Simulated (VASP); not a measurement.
# Al3GaN4 (P1) in VASP: notebook

The runs below take Al3GaN4 through single point, with PBEsol.

Program: VASP 6.6.1. These are calculated values, not measurements. Logs are shortened: lines on timing, memory, paths and dates and some standing lists are left out, and cuts for length are marked.

## (1) The cell of the first run

The typed cell holds 8 atoms: a = 5.043 Å, b = 3.130 Å, c = 5.418 Å, α = 90.00°, β = 90.03°, γ = 90.00°.

## (2) Single point, PBEsol (atoms displaced along a vibrational mode)

File INCAR:

```
SYSTEM = Al3GaN4
  PREC = Accurate
  ENCUT = 520
  EDIFF = 1E-6
  ISMEAR = 0
  SIGMA = 0.05
  LREAL = .False.
  LASPH = .True.
  NELM = 80
  ALGO = Normal
  ISIF = 2
  LWAVE = .False.
  LCHARG = .False.
  GGA = PS
  NBANDS = 31
```

File KPOINTS:

```
Automatic mesh
0
Gamma
  6 8 4
  0 0 0
```

File POSCAR:

```
Al3GaN4
1.0
    5.0434079713      0.0000000000      0.0001149907
    0.0000000000      3.1300738974      0.0000000000
   -0.0032362569      0.0000000000      5.4179919474
Al Ga N
3 1 4
Direct
    0.5002300423      0.5322995178      0.1673295664
    0.0009207036      0.5186777680      0.8348055932
    0.0010880650      0.0638962550      0.3316926342
    0.4994217138     -0.0580790146      0.6662009016
    0.1111724737      0.0173728192      0.6663292503
    0.1224543238      0.5607019687      0.1671578647
    0.6251234799      0.4589530132      0.8401923551
    0.6231881979      0.0307938795      0.3262928345
```

Potentials or basis: VASP PAW PBE potentials, release 64 (Al, Ga_d, N).

Started as:

```sh
$ cat potpaw_PBE.64/Al/POTCAR potpaw_PBE.64/Ga_d/POTCAR potpaw_PBE.64/N/POTCAR > POTCAR
$ mpirun -np 1 vasp_std > vasp.out
```

OUTCAR:

```text
SYSTEM = Al3GaN4
   PREC = Accurate
   ENCUT = 520
   EDIFF = 1E-6
   ISMEAR = 0
   LREAL = .False.
   LASPH = .True.
   NELM = 80
   ISIF = 2
   GGA = PS

 ion  position               nearest neighbor table
   1  0.500  0.532  0.167-   8 1.89   8 1.89   7 1.90   6 1.91   4 2.99   4 3.00   3 3.05   3 3.05
                             2 3.10   2 3.10   3 3.15   3 3.15
   2  0.001  0.519  0.835-   5 1.89   5 1.90   7 1.90   6 1.91   4 2.99   4 3.00   3 3.05   3 3.08
                             1 3.10   1 3.10   3 3.19   3 3.22
   3  0.001  0.064  0.332-   6 1.89   5 1.90   8 1.91   6 1.91   2 3.05   1 3.05   1 3.05   2 3.08
                             4 3.12   4 3.14   1 3.15   1 3.15   2 3.19   2 3.22
   4  0.499  0.942  0.666-   7 1.89   8 1.96   5 1.97   7 1.98   2 2.99   1 2.99   2 3.00   1 3.00
                             3 3.12   3 3.14
   5  0.111  0.017  0.666-   2 1.89   2 1.90   3 1.90   4 1.97
   6  0.122  0.561  0.167-   3 1.89   2 1.91   1 1.91   3 1.91
   7  0.625  0.459  0.840-   4 1.89   1 1.90   2 1.90   4 1.98
   8  0.623  0.031  0.326-   1 1.89   1 1.89   3 1.91   4 1.96

  LATTYP: Found a simple monoclinic cell.
 ALAT       =     5.0434079726
 B/A-ratio  =     0.6206267497
 C/A-ratio  =     1.0742721873
 COS(beta)  =    -0.0005745164

  Lattice vectors:

 A1 = (   5.0434079713,   0.0000000000,   0.0001149907)
 A2 = (   0.0000000000,   3.1300738974,   0.0000000000)
 A3 = (  -0.0032362569,   0.0000000000,   5.4179919474)

Analysis of symmetry for initial positions (statically):
=====================================================================
 Subroutine PRICEL returns:
 Original cell was already a primitive cell.

 Routine SETGRP: Setting up the symmetry group for a
 simple monoclinic supercell.

 Subroutine GETGRP returns: Found  1 space group operations
 (whereof  1 operations were pure point group operations)
 out of a pool of  4 trial point group operations.

The static configuration has the point symmetry C_1 .

Analysis of symmetry for dynamics (positions and initial velocities):
=====================================================================
 Subroutine PRICEL returns:
 Original cell was already a primitive cell.

 Routine SETGRP: Setting up the symmetry group for a
 simple monoclinic supercell.

 Subroutine GETGRP returns: Found  1 space group operations
 (whereof  1 operations were pure point group operations)
 out of a pool of  4 trial point group operations.

[... 117 lines left out ...]
   NFREE  =      0    steps in history (QN), initial steepest desc. (CG)
   ISIF   =      2    stress and relaxation
   ISYM   =      2    0-nonsym 1-usesym 2-fastsym
   POTIM  = 0.5000    time-step for ionic-motion
   TEBEG  =    0.0;   TEEND  =   0.0 temperature during run
   PSTRESS=    0.0 pullay stress
   NELECT =      42.0000    total number of electrons
   NUPDOWN=      -1.0000    fix difference up-down
   EMIN   =  10.00;   EMAX   =-10.00  energy-range for DOS
   EFERMI =   0.00;   METHOD = LEGACY
   ISMEAR =     0;   SIGMA  =   0.05  broadening in eV -4-tet -1-fermi 0-gaus
   EFERMI_NEDOS =   21; number of points for ismear=-14 and -15
   IALGO  =     38    algorithm
   IMIX   =      4    mixing-type and parameters
     AMIX     =   0.40;   BMIX     =  1.00
     AMIX_MAG =   1.60;   BMIX_MAG =  1.00
  volume/ion in A,a.u.               =      10.69        72.15
  Fermi-wavevector in a.u.,A,eV,Ry     =   1.291573  2.440719 22.696701  1.668160
  Thomas-Fermi vector in A             =   2.423334
   LORBIT       =      0    0 simple, 1 ext, 2 COOP (PROOUT), +10 PAW based schemes
   GGA     = PS    functional components
   LHFCALC =     F    Hartree Fock is set to
   AEXX    =    0.0000 exact exchange contribution
   IVDW    =     0    specifies the selected vdW correction
   LEPSILON=     F    determine dielectric tensor
   LRPA    =     F    only Hartree local field effects (RPA)
 non-spin polarized calculation
 Gauss-broadening in eV      SIGMA  =   0.05
  energy-cutoff  :      520.00
  volume of cell :       85.53
 maximum number of plane-waves:      2328
 NGX is ok and might be reduce to    40
   NGX = 19   NGY = 11   NGZ = 21

 number of electron      42.0000001 magnetization

 Free energy of the ion-electron system (eV)
  ---------------------------------------------------
  ext. energy  EPLUGINS =         0.00000000
  ---------------------------------------------------
  free energy    TOTEN  =       -59.81217021 eV

  energy without entropy =      -59.81217021  energy(sigma->0) =      -59.81217021

 E-fermi :   6.1393     XC(G=0): -11.3301

 val. band max:        5.8501116942   @ k =   0.0000   0.0000   0.0000
 cond. band min:       9.1975824896   @ k =   0.0000   0.0000   0.0000
 fundamental gap:      3.3474707954
 Fermi energy:         6.1393206203

 k-point     1 :       0.0000    0.0000    0.0000
  band No.  band energies     occupation
      1      -9.5544      2.00000
      2      -8.1765      2.00000
      3      -8.0970      2.00000
      4      -7.2344      2.00000
      5      -7.0240      2.00000
      6      -6.9861      2.00000
[... 805 lines left out ...]
     30      16.0238      0.00000
     31      16.5560      0.00000

 [... further k-points ...]

------------------------ aborting loop because EDIFF is reached ----------------------------------------

  FORCE on cell =-STRESS in cart. coord.  units (eV):
  Direction    XX          YY          ZZ          XY          YZ          ZX
  --------------------------------------------------------------------------------------
  -------------------------------------------------------------------------------------
  Total       -0.2903970     -0.6716772     -0.0143971     -0.3360546     -0.2660492      0.1372748
  in kB       -5.4398347    -12.5821294     -0.2696923     -6.2951107     -4.9837412      2.5714863
  external PRESSURE =      -6.0972188 kB  Pullay stress =       0.0000000 kB

 VOLUME and BASIS-vectors are now :
 -----------------------------------------------------------------------------
  energy-cutoff  :      520.00
  volume of cell :       85.53
      direct lattice vectors                 reciprocal lattice vectors
     5.043407971  0.000000000  0.000114991     0.198278623  0.000000000  0.000118435
     0.000000000  3.130073897  0.000000000     0.000000000  0.319481275  0.000000000
    -0.003236257  0.000000000  5.417991947    -0.000004208  0.000000000  0.184570224

 POSITION                                       TOTAL-FORCE (eV/Angst)
 -----------------------------------------------------------------------------------
      2.52232      1.66614      0.90665         0.008275     -0.291521     -0.096412
      0.00194      1.62350      4.52297        -0.040342     -0.166545      0.065818
      0.00441      0.20000      1.79711        -0.009680     -0.592685      0.077281
      2.51663      2.94828      3.60953        -0.091728      1.379422     -0.249991
      0.55853      0.05438      3.61018         0.094710     -0.091413     -0.058381
      0.61705      1.75504      0.90567         0.007356     -0.296548     -0.072474
      3.15003      1.43656      4.55223         0.065231      0.222280      0.185693
      3.14194      0.09639      1.76792        -0.033822     -0.162991      0.148467
 -----------------------------------------------------------------------------------
    total drift:                               -0.000305      0.000497     -0.000982

  FREE ENERGIE OF THE ION-ELECTRON SYSTEM (eV)
  ---------------------------------------------------
  free  energy   TOTEN  =       -59.8121702111 eV

  energy  without entropy=      -59.8121702111  energy(sigma->0) =      -59.81217021
```

stdout:

```text
POSCAR found type information on POSCAR AlGaN
 POSCAR found :  3 types and       8 ions
 scaLAPACK will be used
 -----------------------------------------------------------------------------
|                                                                             |
|                                                                             |
|     You enforced a specific xc type in the INCAR file but a different       |
|     I HOPE YOU KNOW WHAT YOU ARE DOING!                                     |
|                                                                             |
 -----------------------------------------------------------------------------

 LDA part: xc-table for (Slater+PW92), standard interpolation
 POSCAR, INCAR and KPOINTS ok, starting setup
 FFT: planning ... GRIDC
 FFT: planning ... GRID_SOFT
 FFT: planning ... GRID
 WAVECAR not read
 entering main loop
```

Run time: 1.7 min. Hardware: 1 thread of Intel Xeon 6975P-C (Granite Rapids), shared host; peak memory 0.34 GiB.

Results:

```
Free energy            : -59.8122 eV
Pressure               : -0.6 GPa
Largest force          : 1.405 eV/Å
Band gap on the k mesh : 3.35 eV
```

Forces in eV/Å, atoms in the order of the input:
```
Al   0.008 -0.292 -0.096
Al  -0.040 -0.167  0.066
Al  -0.010 -0.593  0.077
Ga  -0.092  1.379 -0.250
N    0.095 -0.091 -0.058
N    0.007 -0.297 -0.072
N    0.065  0.222  0.186
N   -0.034 -0.163  0.148
```

Caveat: the cell differs from its parent crystal (atoms displaced along a vibrational mode); the PAW data sets were made with another functional, which shifts forces and pressure a little. A k mesh can miss the band edges.

## (3) Single point, PBEsol (atoms displaced along a vibrational mode)

File INCAR:

```
PREC = Accurate
ENCUT = 520
EDIFF = 1E-6
ISMEAR = 0
SIGMA = 0.05
LREAL = False
LASPH = True
NELM = 80
ALGO = Normal
ISIF = 2
LWAVE = False
LCHARG = True
GGA = PS
LELF = True
LVHAR = True
NBANDS = 31
```

File KPOINTS:

```
Automatic mesh
0
Gamma
  6 8 4
```

File POSCAR:

```
Al3GaN4
1.0
    5.0434079713      0.0000000000      0.0001149907
    0.0000000000      3.1300738974      0.0000000000
   -0.0032362569      0.0000000000      5.4179919474
Al Ga N
3 1 4
Direct
    0.5002300423      0.4757753617      0.1673295664
    0.0009207036      0.4859916740      0.8348055932
    0.0010880650     -0.0479221913      0.3316926342
    0.4994217138      0.0435592610      0.6662009016
    0.1111724737     -0.0130296144      0.6663292503
    0.1224543238      0.4544735235      0.1671578647
    0.6251234799      0.5307852401      0.8401923551
    0.6231881979     -0.0230954096      0.3262928345
```

Potentials or basis: VASP PAW PBE potentials, release 64 (Al, Ga_d, N).

Started as:

```sh
$ cat potpaw_PBE.64/Al/POTCAR potpaw_PBE.64/Ga_d/POTCAR potpaw_PBE.64/N/POTCAR > POTCAR
$ mpirun -np 1 vasp_std > vasp.out
```

Run time: 1.8 min. Hardware: 1 thread of Intel Xeon 6975P-C (Granite Rapids), shared host; peak memory 0.35 GiB.

The run converged. Its results:

```yaml
Free_energy: -59.9241 eV
Pressure: -0.4 GPa
Largest_force: 1.039 eV/Å
Band_gap_on_the_k_mesh: 3.41 eV
```

Forces on the atoms (eV/Å):
```
Al   0.007  0.220 -0.055
Al  -0.023  0.126  0.039
Al  -0.005  0.441  0.043
Ga  -0.051 -1.028 -0.143
N    0.058  0.066 -0.034
N    0.003  0.219 -0.042
N    0.032 -0.162  0.101
N   -0.022  0.118  0.089
```

Stress tensor (GPa, compression positive):
```
-0.33  0.47  0.14
 0.47 -0.73  0.38
 0.14  0.38 -0.06
```

Levels at points of the mesh, in eV from the valence-band top:
```
           k point  band 19  band 20  band 21  band 22  band 23  band 24
(0.00, 0.00, 0.00)    -0.15    -0.06     0.00     3.41     5.39     5.77
(0.50, 0.00, 0.00)    -0.66    -0.37    -0.31     4.73     5.08     5.55
(0.00, 0.50, 0.00)    -1.83    -1.59    -1.51     5.50     5.56     7.27
(0.50, 0.50, 0.00)    -1.23    -1.08    -0.88     5.83     6.23     6.53
(0.00, 0.00, 0.50)    -0.56    -0.41    -0.25     5.39     5.65     6.82
(0.50, 0.00, 0.50)    -1.19    -1.12    -0.78     5.76     6.02     6.18
(0.00, 0.50, 0.50)    -1.81    -0.84    -0.66     5.02     5.35     5.71
(0.50, 0.50, 0.50)    -1.47    -1.40    -1.14     4.54     4.94     5.07
```

Caveat: the cell differs from its parent crystal (atoms displaced along a vibrational mode); the PAW data sets were made with another functional, which shifts forces and pressure a little. A k mesh can miss the band edges.

## (4) Single point, PBEsol (atoms displaced along a vibrational mode)

File INCAR:

```
SYSTEM = Al3GaN4
ALGO = Normal
EDIFF = 1E-6
ENCUT = 520
GGA = PS
ISIF = 2
ISMEAR = 0
LASPH = .True.
LCHARG = .False.
LREAL = .False.
LWAVE = .False.
NBANDS = 31
NELM = 60
PREC = Accurate
SIGMA = 0.05
```

File KPOINTS:

```
k-points
0
Gamma
  6 8 4
  0 0 0
```

File POSCAR:

```
Al3GaN4
1.0
    5.0434079713      0.0000000000      0.0001149907
    0.0000000000      3.1300738974      0.0000000000
   -0.0032362569      0.0000000000      5.4179919474
Al Ga N
3 1 4
Direct
    0.5002300423      0.5161497589      0.1673295664
    0.0009207036      0.5093388840      0.8348055932
    0.0010880650      0.0319481275      0.3316926342
    0.4994217138     -0.0290395073      0.6662009016
    0.1111724737      0.0086864096      0.6663292503
    0.1224543238      0.5303509844      0.1671578647
    0.6251234799      0.4794765066      0.8401923551
    0.6231881979      0.0153969398      0.3262928345
```

Started as:

```sh
$ cat potpaw_PBE.64/Al/POTCAR potpaw_PBE.64/Ga_d/POTCAR potpaw_PBE.64/N/POTCAR > POTCAR
$ mpirun -np 1 vasp_std > vasp.out
```

It took 1.7 min on 1 thread of Intel Xeon 6975P-C (Granite Rapids), shared host; peak memory 0.34 GiB.

The run converged. Its results:

```yaml
Free_energy: -60.0036 eV
Pressure: -0.2 GPa
Largest_force: 0.685 eV/Å
Band_gap_on_the_k_mesh: 3.45 eV
```

Forces in eV/Å, atoms in the order of the input:
```
Al   0.005 -0.147 -0.024
Al  -0.010 -0.085  0.019
Al  -0.002 -0.293  0.019
Ga  -0.021  0.682 -0.063
N    0.031 -0.042 -0.016
N    0.001 -0.145 -0.020
N    0.009  0.106  0.039
N   -0.013 -0.076  0.044
```

Stress tensor (GPa, compression positive):
```
-0.17 -0.31  0.06
-0.31 -0.36 -0.25
 0.06 -0.25 -0.07
```

Levels at points of the mesh, in eV from the valence-band top:
| k point | band 18 | band 19 | band 20 | band 21 | band 22 | band 23 | band 24 | band 25 |
| --- | --- | --- | --- | --- | --- | --- | --- | --- |
| (0.00, 0.00, 0.00) | -0.76 | -0.12 | -0.04 | 0.00 | 3.45 | 5.40 | 5.82 | 5.93 |
| (0.50, 0.00, 0.00) | -0.70 | -0.66 | -0.34 | -0.30 | 4.77 | 5.13 | 5.60 | 6.01 |
| (0.00, 0.50, 0.00) | -1.92 | -1.83 | -1.58 | -1.50 | 5.56 | 5.58 | 7.41 | 7.73 |
| (0.50, 0.50, 0.00) | -1.25 | -1.21 | -1.11 | -0.90 | 5.96 | 6.32 | 6.52 | 6.52 |
| (0.00, 0.00, 0.50) | -0.61 | -0.56 | -0.41 | -0.23 | 5.44 | 5.71 | 6.88 | 7.31 |
| (0.50, 0.00, 0.50) | -1.21 | -1.18 | -1.13 | -0.77 | 5.81 | 6.07 | 6.23 | 6.37 |
| (0.00, 0.50, 0.50) | -2.01 | -1.83 | -0.81 | -0.65 | 5.10 | 5.45 | 5.73 | 5.92 |
| (0.50, 0.50, 0.50) | -1.55 | -1.46 | -1.41 | -1.17 | 4.60 | 5.01 | 5.08 | 5.18 |

Caveat: the cell differs from its parent crystal (atoms displaced along a vibrational mode); the PAW data sets were made with another functional, which shifts forces and pressure a little.

## (5) Overview

```tsv
cell	gap on the mesh (eV)	pressure (GPa)	largest force (eV/Å)
as given, atomic positions A	3.35	-0.6	1.40
as given, atomic positions B	3.41	-0.4	1.04
as given, atomic positions C	3.45	-0.2	0.69
```

Alike in all rows: task single point; level PBEsol; potentials or basis VASP PAW PBE potentials, release 64 (Al, Ga_d, N); no spin polarisation; k mesh 6 × 8 × 4; cutoff (eV) 520; smearing gaussian 0.05 eV.

Caveats: the PAW data sets were made with another functional, which shifts forces and pressure a little.

Absolute energies hang on the potentials; compare differences alone.
